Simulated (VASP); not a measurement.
A run of VASP 6.6.1:

INCAR

```
SYSTEM = B3Ir
PREC     = Accurate       ! precision mode
ENCUT    = 1230           ! plane-wave cutoff, eV
EDIFF    = 1E-6           ! SCF threshold, eV
ISMEAR   = 0              ! smearing method
SIGMA    = 0.1            ! smearing width, eV
LREAL    = .FALSE.        ! projectors in reciprocal space
LASPH    = .TRUE.         ! aspherical terms in the spheres
NELM     = 120            ! most SCF steps
ALGO     = Normal         ! electronic algorithm
ISIF     = 2              ! what is computed and relaxed
LWAVE    = .FALSE.        ! write WAVECAR
LCHARG   = .FALSE.        ! write CHGCAR
GGA      = PE             ! functional
NBANDS   = 36             ! bands
GGA_COMPAT= .FALSE.
```

Contents of KPOINTS:

```
Automatic mesh
0
G
  6 6 6
  0 0 0
```

Contents of POSCAR:

```
B3Ir
1.0
    4.2935228034      0.0000000000      0.0000000000
   -2.1467614017      3.7182998195      0.0000000000
    0.0000000000      0.0000000000      4.9786788809
B Ir
6 2
Direct
    0.7985952840      0.5971905679      0.2500000000
    0.2014047160      0.7985952840      0.7500000000
    0.4028094321      0.2014047160      0.2500000000
    0.2014047160      0.4028094321      0.7500000000
    0.7985952840      0.2014047160      0.2500000000
    0.5971905679      0.7985952840      0.7500000000
    0.3333333333      0.6666666667      0.2500000000
    0.6666666667      0.3333333333      0.7500000000
```

Potentials or basis: VASP PAW PBE potentials, release 64 (B_h, Ir_sv_GW).

The run is started by

```sh
$ cat potpaw_PBE.64/B_h/POTCAR potpaw_PBE.64/Ir_sv_GW/POTCAR > POTCAR
$ mpirun -np 1 vasp_std > vasp.out
```

Hardware: 1 thread of Intel(R) Xeon(R) Platinum 8488C (Sapphire Rapids), on a shared host.

Task: How long does it take, and how much memory?

Result: It took 3.5 min on 1 thread of Intel(R) Xeon(R) Platinum 8488C (Sapphire Rapids) (shared host), peak memory 0.54 GiB. Counts: scf iterations 14, k points 28.
